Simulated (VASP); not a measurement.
A run of VASP 6.6.1 is set up as follows.

The input INCAR:

```
SYSTEM = CaHfH6
PREC = Accurate ; ENCUT = 520
EDIFF = 1E-6 ; ISMEAR = 0
SIGMA = 0.1 ; LREAL = .FALSE.
LASPH = .TRUE. ; NELM = 60
ALGO = Normal ; ISIF = 2
LWAVE = .FALSE. ; LCHARG = .TRUE.
GGA = PE ; LELF = .TRUE.
LVHAR = .TRUE. ; NBANDS = 23
```

The input KPOINTS:

```
regular mesh
0
G
  4 4 4
  0 0 0
```

Contents of POSCAR:

```
CaHfH6
1.0
    0.0000000000      4.3381474300      4.3381474300
    4.3381474300      0.0000000000      4.3381474300
    4.3381474300      4.3381474300      0.0000000000
Ca Hf H
1 1 6
Direct
    0.0000000000      0.0000000000      0.0000000000
    0.5000000000      0.5000000000      0.5000000000
    0.7445229000      0.2554771000      0.2554771000
    0.2554771000      0.7445229000      0.2554771000
    0.2554771000      0.2554771000      0.7445229000
    0.2554771000      0.7445229000      0.7445229000
    0.7445229000      0.2554771000      0.7445229000
    0.7445229000      0.7445229000      0.2554771000
```

Potentials or basis: VASP PAW PBE potentials, release 64 (Ca_sv, Hf_pv, H).

Run with:

```bash
$ cat potpaw_PBE.64/Ca_sv/POTCAR potpaw_PBE.64/Hf_pv/POTCAR potpaw_PBE.64/H/POTCAR > POTCAR
$ mpirun -np 1 vasp_std > vasp.out
```

Task: Estimate the pressure.

Result: -5.4 GPa.

Task: Predict the band gap on the k mesh.

Result: 2.40 eV, indirect (least direct gap 2.58 eV).

Task: Predict the largest force.

Result: 1.227 eV/Å.

Forces in eV/Å, atoms in the order of the input:
```
Ca   0.000  0.000  0.000
Hf   0.000  0.000  0.000
H    1.227  0.000  0.000
H    0.000  1.227  0.000
H    0.000  0.000  1.227
H   -1.227  0.000  0.000
H    0.000 -1.227  0.000
H    0.000  0.000 -1.227
```

Caveat: spin-orbit coupling is left out, which moves the levels of the heavy elements; forces of over 1 eV/Å act on the atoms, so gaps and moduli don't describe the material at rest. Expect the measured gap to be larger: semilocal functionals such as PBE lack the derivative discontinuity.
